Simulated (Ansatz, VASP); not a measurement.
## ZrB2: VASP beside Ansatz

```
Zr B
1.0
     3.17000    0.00000    0.00000
    -1.58500    2.74530    0.00000
     0.00000    0.00000    3.53300
Zr B
1 2
Cartesian
  0.0000 0.0000 0.0000
  1.5850 0.9151 1.7665
  0.0000 1.8302 1.7665
```

Alike in both runs: task single point; functional PBE; k mesh 10 × 10 × 8; occupations gaussian, width 0.027 eV; no spin polarisation.

|  | VASP | Ansatz |
| --- | --- | --- |
| version | VASP 6.6.1 | Ansatz 0.2.0 |
| potentials or method | VASP PAW PBE potentials, release 64 (Zr_sv, B) | Ansatz PAW |
| plane-wave cutoff (eV) | 520 | 420 |
| valence electrons in the cell | 18 | 18 |

Ansatz gave:

```
gap on the k mesh at the Fermi level (eV)                     : none
pressure (GPa)                                                : 0.8
traceless stress, the component that is largest in VASP (GPa) : 0.79
```

Question: Estimate VASP's values.

Answer: gap on the k mesh at the Fermi level (eV): none; pressure (GPa): 0.9; traceless stress, the component that is largest in VASP (GPa): 0.84.

A gap of «none» marks a metal or a gap that the smearing closes. The functional is the same, so the differences come from potentials, cutoffs and numerics.
